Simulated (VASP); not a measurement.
# C (P1) in VASP: single point with r2SCAN

Aim: the single point of C with r2SCAN.

Everything below comes from runs of VASP 6.6.1. Logs are shortened: lines on timing, memory, paths and dates and some standing lists are left out, and cuts for length are marked.

### 1 The cell of the first run

The typed cell holds 8 atoms: a = 2.492 Å, b = 2.504 Å, c = 8.329 Å, α = 89.52°, β = 86.38°, γ = 122.29°.

### 2 Single point, r2SCAN (atoms moved at random and the cell strained at random)

Contents of POSCAR:

```
C
1.0
    2.4904576617     -0.0542407970      0.0798002238
   -1.2922027389      2.1446395651      0.0115589868
    0.2632724949      0.1960346868      8.3222410996
C
8
Direct
    0.1042688015      0.1043974546      0.1031114036
   -0.0559771842     -0.0391931747      0.5756013665
   -0.1280734268     -0.2142261524      0.4338036658
    0.0853240115     -0.1468219541      0.9028678756
    0.2915006542      0.6398830673      0.1600202537
    0.7790467152      0.4254368791      0.6353756151
    0.3063165180      0.8677571451      0.3398822479
    0.6175939106      0.3627667351      0.8493375717
```

Contents of INCAR.step1:

```
  ALGO = Normal
  EDIFF = 1E-4
  ENCUT = 520
  GGA = PE
  ISMEAR = 0
  LASPH = True
  LCHARG = False
  LREAL = False
  LWAVE = True
  NBANDS = 26
  NELM = 100
  PREC = Accurate
  SIGMA = 0.05
```

Contents of INCAR.step2:

```
  ALGO = Normal
  EDIFF = 1E-6
  ENCUT = 520
  ISIF = 2
  ISMEAR = 0
  ISTART = 1
  LASPH = True
  LCHARG = False
  LMIXTAU = True
  LREAL = False
  LWAVE = False
  METAGGA = R2SCAN
  NBANDS = 26
  NELM = 100
  PREC = Accurate
  SIGMA = 0.05
```

Contents of KPOINTS:

```
k-points
0
Gamma
  12 12 4
```

Potentials or basis: VASP PAW PBE potentials, release 64 (C).

Command:

```bash
$ cat potpaw_PBE.64/C/POTCAR > POTCAR
$ cp INCAR.step1 INCAR
$ mpirun -np 1 vasp_std > vasp.out
$ cp INCAR.step2 INCAR
$ mpirun -np 1 vasp_std > vasp.out
```

OUTCAR:

```text
EDIFF = 1E-6
   ENCUT = 520
   ISIF = 2
   ISMEAR = 0
   ISTART = 1
   LASPH = True
   LREAL = False
   METAGGA = R2SCAN
   NELM = 100
   PREC = Accurate

 ion  position               nearest neighbor table
   1  0.104  0.104  0.103-   5 1.27   5 1.55   5 1.74   4 1.78
   2  0.944  0.961  0.576-   3 1.25   6 1.26   6 1.51   6 1.87
   3  0.872  0.786  0.434-   7 1.22   2 1.25   7 1.76   6 1.84
   4  0.085  0.853  0.903-   8 1.27   8 1.30   1 1.78
   5  0.292  0.640  0.160-   1 1.27   1 1.55   7 1.60   1 1.74
   6  0.779  0.425  0.635-   2 1.26   2 1.51   8 1.79   3 1.84   2 1.87
   7  0.306  0.868  0.340-   3 1.22   5 1.60   3 1.76
   8  0.618  0.363  0.849-   4 1.27   4 1.30   6 1.79

  LATTYP: Found a triclinic cell.
 ALAT       =     2.4112089032
 B/A-ratio  =     1.0336417222
 C/A-ratio  =     3.9485751994
 COS(alpha) =     0.0359762005
 COS(beta)  =     0.4458526150
 COS(gamma) =     0.4789249810

  Lattice vectors:

 A1 = (  -1.1982549228,  -2.0903987681,  -0.0913592106)
 A2 = (  -2.4904576617,   0.0542407970,  -0.0798002238)
 A3 = (  -0.1693246788,  -4.4310730200,  -8.4251592970)

Analysis of symmetry for initial positions (statically):
=====================================================================
 Subroutine PRICEL returns:
 Original cell was already a primitive cell.

 Routine SETGRP: Setting up the symmetry group for a
 triclinic supercell.

 Subroutine GETGRP returns: Found  1 space group operations
 (whereof  1 operations were pure point group operations)
 out of a pool of  2 trial point group operations.

The static configuration has the point symmetry C_1 .

Analysis of symmetry for dynamics (positions and initial velocities):
=====================================================================
 Subroutine PRICEL returns:
 Original cell was already a primitive cell.

 Routine SETGRP: Setting up the symmetry group for a
 triclinic supercell.

 Subroutine GETGRP returns: Found  1 space group operations
 (whereof  1 operations were pure point group operations)
 out of a pool of  2 trial point group operations.

The dynamic configuration has the point symmetry C_1 .

 Subroutine INISYM returns: Found  1 space group operations
 (whereof  1 operations are pure point group operations),
 and found     1 'primitive' translations

----------------------------------------------------------------------------------------

                                     Primitive cell

  volume of cell :      43.7958

  direct lattice vectors                    reciprocal lattice vectors
     2.490457662 -0.054240797  0.079800224     0.407480493  0.245618562 -0.018676239
    -1.292202739  2.144639565  0.011558987     0.010664228  0.472766140 -0.011473611
     0.263272495  0.196034687  8.322241100    -0.003922057 -0.003011823  0.120354960

  length of vectors
     2.492326123  2.503877072  8.328711721     0.476148750  0.473025573  0.120456506

  position of ions in fractional coordinates (direct lattice)
     0.104268801  0.104397455  0.103111404
     0.944022816  0.960806825  0.575601367
     0.871926573  0.785773848  0.433803666
     0.085324011  0.853178046  0.902867876
     0.291500654  0.639883067  0.160020254
     0.779046715  0.425436879  0.635375615
     0.306316518  0.867757145  0.339882248
     0.617593911  0.362766735  0.849337572

  ion indices of the primitive-cell ions
   primitive index   ion index
                 1           1
                 2           2
                 3           3
                 4           4
                 5           5
                 6           6
                 7           7
                 8           8

----------------------------------------------------------------------------------------

 KPOINTS: k-points

Automatic generation of k-mesh.
 Grid dimensions read from file:
 generate k-points for:   12   12    4

 Generating k-lattice:

  Cartesian coordinates                     Fractional coordinates (reciprocal lattice)
     0.033956708  0.020468214 -0.001556353     0.083333333  0.000000000  0.000000000
     0.000888686  0.039397178 -0.000956134     0.000000000  0.083333333  0.000000000
    -0.000980514 -0.000752956  0.030088740    -0.000000000  0.000000000  0.250000000

  Length of vectors
     0.039679062  0.039418798  0.030114127

  Shift w.r.t. Gamma in fractional coordinates (k-lattice)
     0.000000000  0.000000000  0.000000000

 Subroutine IBZKPT returns following result:
 ===========================================

 Found    292 irreducible k-points:

 Following reciprocal coordinates:
            Coordinates               Weight
  0.000000  0.000000  0.000000      1.000000
  0.083333 -0.000000 -0.000000      2.000000
  0.166667 -0.000000 -0.000000      2.000000
  0.250000 -0.000000 -0.000000      2.000000
  0.333333 -0.000000  0.000000      2.000000
  0.416667 -0.000000 -0.000000      2.000000
[... 16 lines left out ...]
  0.250000  0.166667 -0.000000      2.000000
  0.333333  0.166667 -0.000000      2.000000
 [... further k-points ...]
   k-points           NKPTS =    292   k-points in BZ     NKDIM =    292   number of bands    NBANDS=     26
   number of dos      NEDOS =    301   number of ions     NIONS =      8
   total plane-waves  NPLWV =  25600
   dimension x,y,z NGX =    20 NGY =   20 NGZ =   64
   dimension x,y,z NGXF=    40 NGYF=   40 NGZF=  128
   ions per type =               8
   NGX,Y,Z   is equivalent  to a cutoff of  13.34, 13.28, 12.77 a.u.
   NGXF,Y,Z  is equivalent  to a cutoff of  26.68, 26.56, 25.55 a.u.
 SYSTEM =  unknown system
   PREC   = accura    normal or accurate (medium, high low for compatibility)
   ISTART =      1    job   : 0-new  1-cont  2-samecut
   ICHARG =      0    charge: 1-file 2-atom 10-const
   ISPIN  =      1    spin polarized calculation?
   LNONCOLLINEAR =      F non collinear calculations
   LSORBIT =      F    spin-orbit coupling
   LASPH  =      T    aspherical Exc in radial PAW
   ENCUT  =  520.0 eV  38.22 Ry    6.18 a.u.   4.63  4.66 15.49*2*pi/ulx,y,z
   NELM   =    100;   NELMIN=  2; NELMDL=  0     # of ELM steps
   EDIFF  = 0.1E-05   stopping-criterion for ELM
   LREAL  =      F    real-space projection
   EDIFFG = 0.1E-04   stopping-criterion for IOM
   NSW    =      0    number of steps for IOM
   IBRION =     -1    ionic relax: 0-MD 1-quasi-New 2-CG
   NFREE  =      0    steps in history (QN), initial steepest desc. (CG)
   ISIF   =      2    stress and relaxation
   ISYM   =      2    0-nonsym 1-usesym 2-fastsym
   POTIM  = 0.5000    time-step for ionic-motion
   TEBEG  =    0.0;   TEEND  =   0.0 temperature during run
   PSTRESS=    0.0 pullay stress
   NELECT =      32.0000    total number of electrons
   NUPDOWN=      -1.0000    fix difference up-down
   EMIN   =  10.00;   EMAX   =-10.00  energy-range for DOS
   EFERMI =   0.00;   METHOD = LEGACY
   ISMEAR =     0;   SIGMA  =   0.05  broadening in eV -4-tet -1-fermi 0-gaus
   EFERMI_NEDOS =   21; number of points for ismear=-14 and -15
   IALGO  =     38    algorithm
   IMIX   =      4    mixing-type and parameters
     AMIX     =   0.40;   BMIX     =  1.00
     AMIX_MAG =   1.60;   BMIX_MAG =  1.00
  volume/ion in A,a.u.               =       5.47        36.94
  Fermi-wavevector in a.u.,A,eV,Ry     =   1.474508  2.786417 29.581450  2.174175
  Thomas-Fermi vector in A             =   2.589271
   LORBIT       =      0    0 simple, 1 ext, 2 COOP (PROOUT), +10 PAW based schemes
   METAGGA = R2SCAN    functional components
   LHFCALC =     F    Hartree Fock is set to
   AEXX    =    0.0000 exact exchange contribution
   IVDW    =     0    specifies the selected vdW correction
   LEPSILON=     F    determine dielectric tensor
   LRPA    =     F    only Hartree local field effects (RPA)
 non-spin polarized calculation
 Gauss-broadening in eV      SIGMA  =   0.05
  energy-cutoff  :      520.00
  volume of cell :       43.80
 maximum number of plane-waves:      1203
   NGX =  9   NGY =  9   NGZ = 31

 number of electron      32.0000002 magnetization

 Free energy of the ion-electron system (eV)
  ---------------------------------------------------
  ext. energy  EPLUGINS =         0.00000000
  ---------------------------------------------------
  free energy    TOTEN  =       -62.49615210 eV

  energy without entropy =      -62.49528159  energy(sigma->0) =      -62.49571684

 E-fermi :  11.2942     XC(G=0): -14.4293

 val. band max:       11.2904408164   @ k =  -0.0000   0.0833  -0.0000
 cond. band min:      11.2994680281   @ k =  -0.1667   0.1667   0.2500
 fundamental gap:      0.0090272117
 Fermi energy:        11.2942159788

 k-point     1 :       0.0000    0.0000    0.0000
  band No.  band energies     occupation
      1     -14.2077      2.00000
      2     -12.2466      2.00000
      3     -10.9548      2.00000
      4      -7.7830      2.00000
      5      -4.3766      2.00000
      6       0.9781      2.00000
[... 18 lines left out ...]
     25      22.6055      0.00000
     26      23.3294      0.00000

 k-point     2 :       0.0833   -0.0000   -0.0000
  band No.  band energies     occupation
      1     -14.0294      2.00000
      2     -12.0667      2.00000
      3     -10.7737      2.00000
      4      -7.6348      2.00000
      5      -4.1998      2.00000
      6       0.9869      2.00000
[... 18 lines left out ...]
     25      22.3040      0.00000
     26      23.3183      0.00000

 k-point     3 :       0.1667   -0.0000   -0.0000
  band No.  band energies     occupation
      1     -13.5012      2.00000
      2     -11.5313      2.00000
      3     -10.2353      2.00000
      4      -7.1979      2.00000
      5      -3.6856      2.00000
      6       0.8894      2.00000
[... 18 lines left out ...]
     25      21.6498      0.00000
     26      23.2180      0.00000

 k-point     4 :       0.2500   -0.0000   -0.0000
  band No.  band energies     occupation
      1     -12.6472      2.00000
      2     -10.6555      2.00000
      3      -9.3565      2.00000
      4      -6.5056      2.00000
      5      -2.9026      2.00000
      6      -0.1650      2.00000
[... 18 lines left out ...]
     25      21.2510      0.00000
     26      23.3935      0.00000

 k-point     5 :       0.3333   -0.0000    0.0000
  band No.  band energies     occupation
      1     -11.5322      2.00000
      2      -9.4789      2.00000
      3      -8.1776      2.00000
      4      -5.6681      2.00000
      5      -2.1954      2.00000
      6      -1.8842      2.00000
[... 18 lines left out ...]
     25      21.1480      0.00000
     26      23.7426      0.00000

 k-point     6 :       0.4167   -0.0000   -0.0000
  band No.  band energies     occupation
      1     -10.3508      2.00000
      2      -8.1344      2.00000
      3      -6.8150      2.00000
      4      -5.0800      2.00000
      5      -3.7172      2.00000
      6      -2.7785      2.00000
[... 427 lines left out ...]
 k-point    21 :       0.0833    0.1667    0.0000
  band No.  band energies     occupation
      1     -12.9684      2.00000
      2     -10.9954      2.00000
      3      -9.7008      2.00000
      4      -6.7671      2.00000
      5      -3.1764      2.00000
      6       0.0541      2.00000
[... 18 lines left out ...]
     25      21.1684      0.00000
     26      22.4460      0.00000

 k-point    22 :       0.1667    0.1667   -0.0000
  band No.  band energies     occupation
      1     -12.1123      2.00000
      2     -10.1126      2.00000
      3      -8.8147      2.00000
      4      -6.0952      2.00000
      5      -2.4539      2.00000
      6      -1.1001      2.00000
[... 18 lines left out ...]
     25      20.8539      0.00000
     26      22.4728      0.00000

 k-point    23 :       0.2500    0.1667   -0.0000
  band No.  band energies     occupation
      1     -11.0209      2.00000
      2      -8.9371      2.00000
      3      -7.6383      2.00000
      4      -5.3138      2.00000
      5      -2.4800      2.00000
      6      -1.8849      2.00000
[... 18 lines left out ...]
     25      20.7851      0.00000
     26      23.0980      0.00000

 k-point    24 :       0.3333    0.1667   -0.0000
  band No.  band energies     occupation
      1      -9.9198      2.00000
      2      -7.6170      2.00000
      3      -6.3030      2.00000
      4      -4.7912      2.00000
      5      -3.8546      2.00000
      6      -2.4646      2.00000
[... 18 lines left out ...]
     25      21.4100      0.00000
     26      23.2559      0.00000

 [... further k-points ...]
[... 5 lines left out ...]
  --------------------------------------------------------------------------------------
  -------------------------------------------------------------------------------------
  Total       23.6869765     37.5242821     26.0676575      4.4734958     -8.7155688     -2.9899651
  in kB      866.5379095   1372.7464545    953.6300849    163.6533789   -318.8406395   -109.3815447
  external PRESSURE =    1064.3048163 kB  Pullay stress =       0.0000000 kB

 VOLUME and BASIS-vectors are now :
 -----------------------------------------------------------------------------
  energy-cutoff  :      520.00
  volume of cell :       43.80
      direct lattice vectors                 reciprocal lattice vectors
     2.490457662 -0.054240797  0.079800224     0.407480493  0.245618562 -0.018676239
    -1.292202739  2.144639565  0.011558987     0.010664228  0.472766140 -0.011473611
     0.263272495  0.196034687  8.322241100    -0.003922057 -0.003011823  0.120354960

 POSITION                                       TOTAL-FORCE (eV/Angst)
 -----------------------------------------------------------------------------------
      0.15192      0.23845      0.86765        -1.274194    -14.640160     -4.634818
      1.26103      2.12222      4.87673        -0.627406     10.633752      7.152818
      1.27033      1.72295      3.68888        -8.804942      0.762780     -8.867089
     -0.65228      2.00212      7.53055        -1.418306      4.746721      5.844890
     -0.05876      1.38788      1.36239         0.385360     14.322881      4.705842
      1.55771      0.99471      5.35483        -0.682121    -10.673560      8.491969
     -0.26897      1.91104      2.86306        11.011721     -3.720708     -4.782843
      1.29293      0.91100      7.12187         1.409887     -1.431706     -7.910768
 -----------------------------------------------------------------------------------
    total drift:                                0.000127     -0.000329      0.000147

  FREE ENERGIE OF THE ION-ELECTRON SYSTEM (eV)
  ---------------------------------------------------
  free  energy   TOTEN  =       -62.4961520958 eV

  energy  without entropy=      -62.4952815924  energy(sigma->0) =      -62.49571684
```

Run time: 10 min. Hardware: 1 thread of Oxide Virtual Turin-like, shared host; peak memory 0.29 GiB.

What came out:

* Free energy: -62.4962 eV
* Pressure: 106.4 GPa
* Largest force: 15.409 eV/Å
* Band gap on the k mesh: zero (bands 16 and 17 overlap by 2.61 eV)

Forces in eV/Å, atoms in the order of the input:
```
C    -1.274 -14.640  -4.635
C    -0.627  10.634   7.153
C    -8.805   0.763  -8.867
C    -1.418   4.747   5.845
C     0.385  14.323   4.706
C    -0.682 -10.674   8.492
C    11.012  -3.721  -4.783
C     1.410  -1.432  -7.911
```

Levels at points of the mesh, in eV from the Fermi level:
| k point | band 13 | band 14 | band 15 | band 16 | band 17 | band 18 | band 19 | band 20 |
| --- | --- | --- | --- | --- | --- | --- | --- | --- |
| (0.00, 0.00, 0.00) | -1.17 | 0.06 | 0.38 | 1.35 | 2.04 | 2.31 | 2.63 | 4.56 |
| (0.50, 0.00, 0.00) | -5.53 | -4.14 | -3.45 | -1.31 | -1.25 | 1.05 | 2.03 | 3.80 |
| (0.00, 0.50, 0.00) | -6.23 | -4.25 | -3.39 | -1.19 | -0.83 | 0.72 | 1.23 | 2.24 |
| (0.50, 0.50, 0.00) | -5.44 | -4.45 | -3.14 | -2.00 | -0.24 | 1.49 | 2.54 | 3.09 |
| (0.00, 0.00, 0.50) | -1.24 | -0.68 | 0.21 | 1.28 | 1.97 | 2.36 | 3.47 | 4.55 |
| (0.50, 0.00, 0.50) | -5.58 | -4.63 | -3.51 | -1.37 | -1.26 | 1.02 | 2.74 | 3.56 |
| (0.00, 0.50, 0.50) | -6.05 | -4.97 | -3.42 | -1.40 | -0.72 | 0.37 | 1.06 | 3.19 |
| (0.50, 0.50, 0.50) | -5.46 | -3.98 | -3.18 | -2.08 | -0.35 | 1.97 | 2.24 | 3.29 |

Caveat: the cell differs from its parent crystal (atoms moved at random and the cell strained at random); the stress differs along the axes, from 87 to 137 GPa; the PAW data sets were made with another functional, which shifts forces and pressure a little.
